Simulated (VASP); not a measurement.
# ZnS (Cm) in VASP: further runs

Runs on ZnS. Level: PBE. Tasks: single point.

All numbers are computed with VASP 6.6.1; they aren't measurements. Logs are shortened: lines on timing, memory, paths and dates and some standing lists are left out, and cuts for length are marked.

**1. The cell of the first run**

It takes space group Cm (No. 8, monoclinic). The conventional cell has a = 6.601 Å, b = 3.811 Å, c = 12.577 Å, α = 90.00°, β = 97.54°, γ = 90.00°. Zn (site symmetry m) has 4 S at 2.31 to 2.40 Å within 3.1 Å. Within 3.2 Å of Zn (site symmetry m) lie 4 S at 2.31 to 2.40 Å and 1 Zn at 3.17 Å. Within 3.2 Å of Zn (site symmetry m) lie 4 S at 2.31 to 2.91 Å and 1 Zn at 3.17 Å. Within 3.1 Å of Zn (site symmetry m) lie 4 S at 2.31 to 2.40 Å. S (site symmetry m) has 4 Zn at 2.31 to 2.40 Å within 3.1 Å. S (site symmetry m) has 4 Zn at 2.31 to 2.40 Å within 3.1 Å. S (site symmetry m) has 4 Zn at 2.31 to 2.91 Å within 3.1 Å. S (site symmetry m) has 4 Zn at 2.31 to 2.40 Å within 3.1 Å.

**2. Single point, PBE (the part above a cut slid along it)**

Contents of INCAR:

```
SYSTEM = ZnS
ALGO = Normal
EDIFF = 1E-6
ENCUT = 520
GGA = PE
ISIF = 2
ISMEAR = 0
LASPH = .True.
LCHARG = .False.
LREAL = .False.
LWAVE = .False.
NBANDS = 46
NELM = 100
PREC = Accurate
SIGMA = 0.05
```

Contents of KPOINTS:

```
k-points
0
Gamma
  8 8 3
  0 0 0
```

Contents of POSCAR:

```
ZnS
1.0
   -3.8109987816      0.0000000000      0.0000000000
   -1.9054993908     -3.3004217586      0.0000000000
   -1.4291245431     -0.8251054397     12.4680000000
Zn S
4 4
Direct
    0.1698958333      0.1698958333      0.6537500000
    0.2948958333      0.2948958333      0.1537500000
    0.4407291667      0.4407291667      0.9037500000
    0.5657291667      0.5657291667      0.4037500000
    0.1217708333      0.1217708333      0.8462500000
    0.2467708333      0.2467708333      0.3462500000
    0.6426041667      0.6426041667      0.0962500000
    0.5176041667      0.5176041667      0.5962500000
```

Potentials or basis: VASP PAW PBE potentials, release 64 (Zn, S).

Launch:

```sh
$ cat potpaw_PBE.64/Zn/POTCAR potpaw_PBE.64/S/POTCAR > POTCAR
$ mpirun -np 1 vasp_std > vasp.out
```

OUTCAR:

```text
SYSTEM = ZnS
   EDIFF = 1E-6
   ENCUT = 520
   GGA = PE
   ISIF = 2
   ISMEAR = 0
   LASPH = .True.
   LREAL = .False.
   NELM = 100
   PREC = Accurate

 ion  position               nearest neighbor table
   1  0.170  0.170  0.654-   8 2.31   8 2.31   8 2.31   5 2.40
   2  0.295  0.295  0.154-   7 2.31   7 2.31   7 2.31   6 2.40
   3  0.441  0.441  0.904-   5 2.31   5 2.31   5 2.31   7 2.91
   4  0.566  0.566  0.404-   6 2.31   6 2.31   6 2.31   8 2.40
   5  0.122  0.122  0.846-   3 2.31   3 2.31   3 2.31   1 2.40
   6  0.247  0.247  0.346-   4 2.31   4 2.31   4 2.31   2 2.40
   7  0.643  0.643  0.096-   2 2.31   2 2.31   2 2.31   3 2.91
   8  0.518  0.518  0.596-   1 2.31   1 2.31   1 2.31   4 2.40

  LATTYP: Found a base centered monoclinic cell.
 ALAT       =     6.6008435173
 B/A-ratio  =     0.5773502692
 C/A-ratio  =     1.9053221373
 COS(beta)  =    -0.1312114078

  Lattice vectors:

 A1 = (   3.8109987816,   0.0000000000,   0.0000000000)
 A2 = (   1.9054993908,   3.3004217586,   0.0000000000)
 A3 = (  -1.4291245431,  -0.8251054397,  12.4680000000)

Analysis of symmetry for initial positions (statically):
=====================================================================
 Subroutine PRICEL returns:
 Original cell was already a primitive cell.

 Routine SETGRP: Setting up the symmetry group for a
 base centered monoclinic supercell.

 Subroutine GETGRP returns: Found  2 space group operations
 (whereof  2 operations were pure point group operations)
 out of a pool of  4 trial point group operations.

The static configuration has the point symmetry C_1h.

Analysis of symmetry for dynamics (positions and initial velocities):
=====================================================================
 Subroutine PRICEL returns:
 Original cell was already a primitive cell.

 Routine SETGRP: Setting up the symmetry group for a
 base centered monoclinic supercell.

 Subroutine GETGRP returns: Found  2 space group operations
 (whereof  2 operations were pure point group operations)
 out of a pool of  4 trial point group operations.

The dynamic configuration has the point symmetry C_1h.

 Subroutine INISYM returns: Found  2 space group operations
 (whereof  2 operations are pure point group operations),
 and found     1 'primitive' translations

----------------------------------------------------------------------------------------

                                     Primitive cell

  volume of cell :     156.8213

  direct lattice vectors                    reciprocal lattice vectors
    -3.810998782  0.000000000  0.000000000    -0.262398405  0.151495789 -0.020051331
    -1.905499391 -3.300421759  0.000000000     0.000000000 -0.302991579 -0.020051331
    -1.429124543 -0.825105440 12.468000000     0.000000000  0.000000000  0.080205326

  length of vectors
     3.810998782  3.810998782 12.576733278     0.303654331  0.303654331  0.080205326

  position of ions in fractional coordinates (direct lattice)
     0.169895833  0.169895833  0.653750000
     0.294895833  0.294895833  0.153750000
     0.440729167  0.440729167  0.903750000
     0.565729167  0.565729167  0.403750000
     0.121770833  0.121770833  0.846250000
     0.246770833  0.246770833  0.346250000
     0.642604167  0.642604167  0.096250000
     0.517604167  0.517604167  0.596250000

  ion indices of the primitive-cell ions
   primitive index   ion index
                 1           1
                 2           2
                 3           3
                 4           4
                 5           5
                 6           6
                 7           7
                 8           8

----------------------------------------------------------------------------------------

 KPOINTS: k-points

Automatic generation of k-mesh.
 Grid dimensions read from file:
 generate k-points for:    8    8    3

 Generating k-lattice:

  Cartesian coordinates                     Fractional coordinates (reciprocal lattice)
    -0.032799801  0.018936974 -0.002506416     0.125000000 -0.000000000 -0.000000000
     0.000000000 -0.037873947 -0.002506416     0.000000000  0.125000000  0.000000000
     0.000000000  0.000000000  0.026735109     0.000000000  0.000000000  0.333333333

  Length of vectors
     0.037956791  0.037956791  0.026735109

  Shift w.r.t. Gamma in fractional coordinates (k-lattice)
     0.000000000  0.000000000  0.000000000

 Subroutine IBZKPT returns following result:
 ===========================================

 Found     57 irreducible k-points:

 Following reciprocal coordinates:
            Coordinates               Weight
  0.000000  0.000000  0.000000      1.000000
  0.125000 -0.000000  0.000000      4.000000
  0.250000 -0.000000  0.000000      4.000000
  0.375000 -0.000000 -0.000000      4.000000
  0.500000 -0.000000  0.000000      2.000000
  0.125000  0.125000  0.000000      2.000000
[... 16 lines left out ...]
  0.125000 -0.000000  0.333333      4.000000
  0.250000 -0.000000  0.333333      4.000000
 [... further k-points ...]
   k-points           NKPTS =     57   k-points in BZ     NKDIM =     57   number of bands    NBANDS=     46
   number of dos      NEDOS =    301   number of ions     NIONS =      8
   total plane-waves  NPLWV =  75264
   dimension x,y,z NGX =    28 NGY =   28 NGZ =   96
   dimension x,y,z NGXF=    56 NGYF=   56 NGZF=  192
   ions per type =               4   4
   NGX,Y,Z   is equivalent  to a cutoff of  12.21, 12.21, 12.69 a.u.
   NGXF,Y,Z  is equivalent  to a cutoff of  24.43, 24.43, 25.38 a.u.
 SYSTEM =  ZnS
   PREC   = accura    normal or accurate (medium, high low for compatibility)
   ISTART =      0    job   : 0-new  1-cont  2-samecut
   ICHARG =      2    charge: 1-file 2-atom 10-const
   ISPIN  =      1    spin polarized calculation?
   LNONCOLLINEAR =      F non collinear calculations
   LSORBIT =      F    spin-orbit coupling
   LASPH  =      T    aspherical Exc in radial PAW
   ENCUT  =  520.0 eV  38.22 Ry    6.18 a.u.   7.09  7.09 23.38*2*pi/ulx,y,z
   NELM   =    100;   NELMIN=  2; NELMDL= -5     # of ELM steps
   EDIFF  = 0.1E-05   stopping-criterion for ELM
   LREAL  =      F    real-space projection
   EDIFFG = 0.1E-04   stopping-criterion for IOM
   NSW    =      0    number of steps for IOM
   IBRION =     -1    ionic relax: 0-MD 1-quasi-New 2-CG
   NFREE  =      0    steps in history (QN), initial steepest desc. (CG)
   ISIF   =      2    stress and relaxation
   ISYM   =      2    0-nonsym 1-usesym 2-fastsym
   POTIM  = 0.5000    time-step for ionic-motion
   TEBEG  =    0.0;   TEEND  =   0.0 temperature during run
   PSTRESS=    0.0 pullay stress
   NELECT =      72.0000    total number of electrons
   NUPDOWN=      -1.0000    fix difference up-down
   EMIN   =  10.00;   EMAX   =-10.00  energy-range for DOS
   EFERMI =   0.00;   METHOD = LEGACY
   ISMEAR =     0;   SIGMA  =   0.05  broadening in eV -4-tet -1-fermi 0-gaus
   EFERMI_NEDOS =   21; number of points for ismear=-14 and -15
   IALGO  =     38    algorithm
   IMIX   =      4    mixing-type and parameters
     AMIX     =   0.40;   BMIX     =  1.00
     AMIX_MAG =   1.60;   BMIX_MAG =  1.00
  volume/ion in A,a.u.               =      19.60       132.29
  Fermi-wavevector in a.u.,A,eV,Ry     =   1.262944  2.386617 21.701656  1.595027
  Thomas-Fermi vector in A             =   2.396326
   LORBIT       =      0    0 simple, 1 ext, 2 COOP (PROOUT), +10 PAW based schemes
   GGA     = PE    functional components
   LHFCALC =     F    Hartree Fock is set to
   AEXX    =    0.0000 exact exchange contribution
   IVDW    =     0    specifies the selected vdW correction
   LEPSILON=     F    determine dielectric tensor
   LRPA    =     F    only Hartree local field effects (RPA)
 non-spin polarized calculation
 Gauss-broadening in eV      SIGMA  =   0.05
  energy-cutoff  :      520.00
  volume of cell :      156.82
 maximum number of plane-waves:      4251
   NGX = 15   NGY = 15   NGZ = 47

 number of electron      72.0000009 magnetization

 Free energy of the ion-electron system (eV)
  ---------------------------------------------------
  ext. energy  EPLUGINS =         0.00000000
  ---------------------------------------------------
  free energy    TOTEN  =       -26.73114178 eV

  energy without entropy =      -26.73114178  energy(sigma->0) =      -26.73114178

 E-fermi :   2.5263     XC(G=0):  -9.6886

 val. band max:        2.2833866042   @ k =   0.0000   0.0000   0.0000
 cond. band min:       4.0211488328   @ k =   0.0000   0.0000   0.0000
 fundamental gap:      1.7377622287
 Fermi energy:         2.5263107385

 k-point     1 :       0.0000    0.0000    0.0000
  band No.  band energies     occupation
      1     -11.1275      2.00000
      2     -10.6873      2.00000
      3     -10.4226      2.00000
      4      -9.8954      2.00000
      5      -4.5690      2.00000
      6      -4.5567      2.00000
[... 38 lines left out ...]
     45       8.8552      0.00000
     46       8.8617      0.00000

 k-point     2 :       0.1250   -0.0000    0.0000
  band No.  band energies     occupation
      1     -11.0253      2.00000
      2     -10.6003      2.00000
      3     -10.3324      2.00000
      4      -9.8242      2.00000
      5      -4.5692      2.00000
      6      -4.5308      2.00000
[... 38 lines left out ...]
     45       8.8344      0.00000
     46       9.0260      0.00000

 k-point     3 :       0.2500   -0.0000    0.0000
  band No.  band energies     occupation
      1     -10.7560      2.00000
      2     -10.3767      2.00000
      3     -10.1031      2.00000
      4      -9.6452      2.00000
      5      -4.5540      2.00000
      6      -4.4654      2.00000
[... 1018 lines left out ...]
     45       8.8911      0.00000
     46       9.0446      0.00000

 k-point    24 :       0.2500   -0.0000    0.3333
  band No.  band energies     occupation
      1     -10.7496      2.00000
      2     -10.4028      2.00000
      3     -10.0743      2.00000
      4      -9.6543      2.00000
      5      -4.5543      2.00000
      6      -4.4654      2.00000
[... 38 lines left out ...]
     45       9.3575      0.00000
     46       9.4469      0.00000

 [... further k-points ...]

------------------------ aborting loop because EDIFF is reached ----------------------------------------

  FORCE on cell =-STRESS in cart. coord.  units (eV):
  Direction    XX          YY          ZZ          XY          YZ          ZX
  --------------------------------------------------------------------------------------
  -------------------------------------------------------------------------------------
  Total        1.8091722      2.6101992      1.2131753     -0.6937097      0.4200972      0.7276297
  in kB       18.4835526     26.6673092     12.3945028     -7.0873411      4.2919567      7.4338868
  external PRESSURE =      19.1817882 kB  Pullay stress =       0.0000000 kB

 VOLUME and BASIS-vectors are now :
 -----------------------------------------------------------------------------
  energy-cutoff  :      520.00
  volume of cell :      156.82
      direct lattice vectors                 reciprocal lattice vectors
    -3.810998782  0.000000000  0.000000000    -0.262398405  0.151495789 -0.020051331
    -1.905499391 -3.300421759  0.000000000     0.000000000 -0.302991579 -0.020051331
    -1.429124543 -0.825105440 12.468000000     0.000000000  0.000000000  0.080205326

 POSITION                                       TOTAL-FORCE (eV/Angst)
 -----------------------------------------------------------------------------------
     -1.90550     -1.10014      8.15096        -0.002912     -0.001681      0.156313
     -1.90550     -1.10014      1.91696         0.063578      0.036707      0.365304
     -3.81100     -2.20028     11.26796        -0.264397     -0.152650      0.237346
     -3.81100     -2.20028      5.03396         0.003185      0.001839      0.136943
     -1.90550     -1.10014     10.55104        -0.010586     -0.006112      0.014540
     -1.90550     -1.10014      4.31704         0.006648      0.003838     -0.124497
     -3.81100     -2.20028      1.20004         0.200220      0.115597     -0.623335
     -3.81100     -2.20028      7.43404         0.004262      0.002461     -0.162615
 -----------------------------------------------------------------------------------
    total drift:                               -0.000012     -0.000007     -0.002561

  FREE ENERGIE OF THE ION-ELECTRON SYSTEM (eV)
  ---------------------------------------------------
  free  energy   TOTEN  =       -26.7311417825 eV

  energy  without entropy=      -26.7311417825  energy(sigma->0) =      -26.73114178
```

Wall time 4.3 min (1 thread of AMD EPYC 9R45 (Zen 5), shared host); peak memory 0.42 GiB.

What came out:

```
Free energy            : -26.7311 eV
Pressure               : 1.9 GPa
Largest force          : 0.665 eV/Å
Band gap on the k mesh : 1.74 eV
```

Forces on the atoms (eV/Å):
```
Zn  -0.003 -0.002  0.156
Zn   0.064  0.037  0.365
Zn  -0.264 -0.153  0.237
Zn   0.003  0.002  0.137
S   -0.011 -0.006  0.015
S    0.007  0.004 -0.124
S    0.200  0.116 -0.623
S    0.004  0.002 -0.163
```

Levels at points of the mesh, in eV from the valence-band top:
```
           k point  band 34  band 35  band 36  band 37  band 38  band 39
(0.00, 0.00, 0.00)    -0.07    -0.01     0.00     1.74     2.87     3.28
(0.50, 0.00, 0.00)    -1.48    -1.14    -0.88     2.31     3.43     3.66
(0.50, 0.50, 0.00)    -1.65    -1.02    -0.94     2.44     3.57     3.80
```

Caveat: the cell differs from its parent crystal (the part above a cut slid along it).

**3. Single point, PBE (the part above a cut slid along it)**

Contents of INCAR:

```
SYSTEM = ZnS
PREC = Accurate
ENCUT = 520
EDIFF = 1E-7
ISMEAR = 0
SIGMA = 0.05
LREAL = .False.
LASPH = .True.
NELM = 60
ALGO = Normal
ISIF = 2
LWAVE = .False.
LCHARG = .False.
GGA = PE
NBANDS = 46
```

Contents of KPOINTS:

```
Automatic mesh
0
Gamma
  8 8 3
  0 0 0
```

Contents of POSCAR:

```
ZnS
1.0
   -3.8109987816      0.0000000000      0.0000000000
   -1.9054993908     -3.3004217586      0.0000000000
   -2.3820647884     -1.3752857468     12.4680000000
Zn S
4 4
Direct
    0.0609157083      0.0609157083      0.6537500000
    0.2692657083      0.2692657083      0.1537500000
    0.2900740417      0.2900740417      0.9037500000
    0.4984240417      0.4984240417      0.4037500000
   -0.0192990417     -0.0192990417      0.8462500000
    0.1890509583      0.1890509583      0.3462500000
    0.6265592917      0.6265592917      0.0962500000
    0.4182092917      0.4182092917      0.5962500000
```

Potentials or basis: VASP PAW PBE potentials, release 64 (Zn, S).

Launch:

```sh
$ cat potpaw_PBE.64/Zn/POTCAR potpaw_PBE.64/S/POTCAR > POTCAR
$ mpirun -np 1 vasp_std > vasp.out
```

Wall time 4.7 min (1 thread of AMD EPYC 9R45 (Zen 5), shared host); peak memory 0.42 GiB.

Results (log left out):

| Item | Value |
| --- | --- |
| Free energy | -26.6675 eV |
| Pressure | 1.9 GPa |
| Largest force | 0.583 eV/Å |
| Band gap on the k mesh | 1.65 eV |

Forces on the atoms (eV/Å):
```
Zn  -0.015 -0.009  0.143
Zn  -0.103 -0.060  0.370
Zn   0.136  0.078  0.187
Zn  -0.004 -0.002  0.123
S   -0.113 -0.065  0.008
S    0.010  0.006 -0.108
S    0.099  0.057 -0.572
S   -0.010 -0.006 -0.151
```

Stress tensor (GPa, compression positive):
```
2.52 0.60 0.15
0.60 1.83 0.09
0.15 0.09 1.48
```

Levels at points of the mesh, in eV from the valence-band top:
```tsv
k point	band 32	band 33	band 34	band 35	band 36	band 37	band 38	band 39	band 40	band 41
(0.00, 0.00, 0.00)	-0.43	-0.40	-0.09	-0.05	0.00	1.65	2.82	3.25	3.44	5.95
(0.50, 0.00, 0.00)	-2.05	-1.58	-1.52	-1.15	-0.71	2.10	3.39	3.60	4.14	4.36
(0.50, 0.50, 0.00)	-1.92	-1.70	-1.56	-1.06	-0.99	2.25	3.44	3.71	3.94	4.89
```

Caveat: the cell differs from its parent crystal (the part above a cut slid along it). A k mesh can miss the band edges.
